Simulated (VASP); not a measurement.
Set up this calculation in VASP 6.6.1, as the native input.

| Quantity | Value |
| --- | --- |
| Task | single point |
| Functional | PBE |
| Dispersion | D3(BJ) |
| Potentials or basis | VASP PAW PBE potentials, release 64 (Sn_d, O) |
| Cutoff | 520 eV |
| k mesh | 12 × 12 × 4 |
| Occupations | gaussian, width 0.05 eV |
| Spin | no spin polarisation |
| Dipole correction | no |
| Further INCAR settings | ALGO = Normal; EDIFF = 1e-06; NBANDS = 35 |

The structure of SnO2 lies in POSCAR:

```
SnO2
1.0
    3.2649193715      0.0000000000      0.0000000000
   -1.6324596857      2.8275031170      0.0000000000
    0.0000000000      0.0000000000     10.5092995661
Sn O
2 4
Direct
    0.0000000000      0.0000000000      0.5000000000
    0.0000000000      0.0000000000      0.0000000000
    0.6666666667      0.3333333333      0.4018520904
    0.6666666667      0.3333333333      0.0981479096
    0.3333333333      0.6666666667      0.5981479096
    0.3333333333      0.6666666667      0.9018520904
```

The input as run:

INCAR

```
ALGO = Normal ; EDIFF = 1E-6
ENCUT = 520 ; GGA = PE
ISIF = 2 ; ISMEAR = 0
IVDW = 12 ; LASPH = T
LCHARG = T ; LELF = T
LREAL = F ; LVHAR = T
LWAVE = F ; NBANDS = 35
NELM = 60 ; PREC = Accurate
SIGMA = 0.05
```

KPOINTS

```
k-points
0
Gamma
  12 12 4
```

Potentials or basis: VASP PAW PBE potentials, release 64 (Sn_d, O).

Run with:

```console
$ cat potpaw_PBE.64/Sn_d/POTCAR potpaw_PBE.64/O/POTCAR > POTCAR
$ mpirun -np 1 vasp_std > vasp.out
```

It gave:

```json
{"Pressure": "-5.5 GPa", "Largest force": "0.447 eV/Å", "Band gap on the k mesh": "1.77 eV (least direct gap 2.08 eV)", "Dispersion energy per atom": "-0.156 eV"}
```

Caveat: the cell stands under tension; spin-orbit coupling is left out, which moves the levels of the heavy elements.

It took 2.4 min on 1 thread of Intel(R) Xeon(R) Platinum 8488C (Sapphire Rapids) (shared host), peak memory 0.3 GiB.
